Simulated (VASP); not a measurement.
The system is Mg2Ge2N.

```
Mg Ge N
1.0
     3.64061    0.00000    0.00000
    -1.82031    3.15286    0.00000
     0.00000    0.00000    7.83592
Mg Ge N
2 2 1
Direct
  0.00000 0.00000 0.15875
  0.00000 0.00000 0.79240
  0.33333 0.66667 0.03750
  0.66667 0.33333 0.03750
  0.00000 0.00000 0.43332
```

The cell was built from a structure type or drawn by symmetry, and may not be a known phase.

```yaml
Program: VASP 6.6.1
Task: relaxation of cell and atoms
Functional: PBE
Potentials_or_basis: VASP PAW PBE potentials, release 64 (Mg, Ge_d, N)
Cutoff: 600 eV
k_mesh: 6 × 6 × 2
Occupations: gaussian, width 0.1 eV
Spin: no spin polarisation
```

At the start: pressure 41.1 GPa; volume 17.99 Å³/atom.

**Question.** How do energy, volume and symmetry change on relaxing?

**Answer.** Over 42 steps the energy falls by 1844.7 meV/atom and the volume is 24.82 Å³/atom (+37.9 %); space group P6mm (No. 183, to 0.1 Å) before, P6/mmm (No. 191, to 0.1 Å).

Step by step:
| step | energy change (eV) | largest force (eV/Å) | pressure (GPa) | volume (Å³) |
| --- | --- | --- | --- | --- |
| 1 | 0.0000 | 9.1248 | 41.15 | 89.94 |
| 3 | -7.4773 | 2.6626 | -0.88 | 136.09 |
| 5 | -8.2556 | 2.1026 | -2.89 | 137.95 |
| 7 | -8.3751 | 2.5103 | -2.47 | 136.41 |
| 9 | -9.0118 | 1.4110 | -1.41 | 131.16 |
| 11 | -9.0623 | 0.8004 | 0.05 | 128.10 |
| 13 | -9.0894 | 0.4410 | 0.07 | 127.75 |
| 15 | -9.1227 | 0.4856 | -0.37 | 127.85 |
| 17 | -9.1528 | 0.2216 | 0.22 | 126.59 |
| 19 | -9.1552 | 0.3630 | 0.44 | 126.12 |
| 21 | -9.1646 | 0.2958 | 0.11 | 126.68 |
| 23 | -9.1700 | 0.1903 | -0.54 | 127.39 |
| 25 | -9.1783 | 0.5465 | -0.33 | 125.42 |
| 27 | -9.1838 | 0.6158 | 0.11 | 123.72 |
| 29 | -9.1928 | 0.3572 | 0.10 | 123.60 |
| 31 | -9.2018 | 0.2471 | 0.08 | 123.83 |
| 33 | -9.2158 | 0.3123 | 0.13 | 124.85 |
| 35 | -9.2210 | 0.1460 | -0.27 | 125.34 |
| 37 | -9.2219 | 0.1010 | -0.26 | 125.15 |
| 39 | -9.2233 | 0.0994 | -0.07 | 124.27 |
| 41 | -9.2233 | 0.1040 | -0.04 | 124.23 |
| 42 | -9.2235 | 0.0117 | 0.00 | 124.08 |

Final structure:
```cif
data_structure
_symmetry_space_group_name_H-M 'P 1'
_symmetry_Int_Tables_number 1
_cell_length_a 4.3114
_cell_length_b 4.3114
_cell_length_c 7.7075
_cell_angle_alpha 90.000
_cell_angle_beta 90.000
_cell_angle_gamma 120.000
_cell_volume 124.08
loop_
_atom_site_label
_atom_site_type_symbol
_atom_site_fract_x
_atom_site_fract_y
_atom_site_fract_z
_atom_site_occupancy
Mg1 Mg 0.00000 0.00000 0.24548 1
Mg2 Mg 0.00000 0.00000 0.73814 1
Ge1 Ge 0.33333 0.66667 0.99204 1
Ge2 Ge 0.66667 0.33333 0.99204 1
N1 N 0.00000 0.00000 0.49177 1
```

Caveat: the k points lie up to 0.41 Å⁻¹ apart in the final cell, too coarse for converged energies and pressures of a metal; the volume moved by over 15 % at a fixed basis, so the end points are rough.
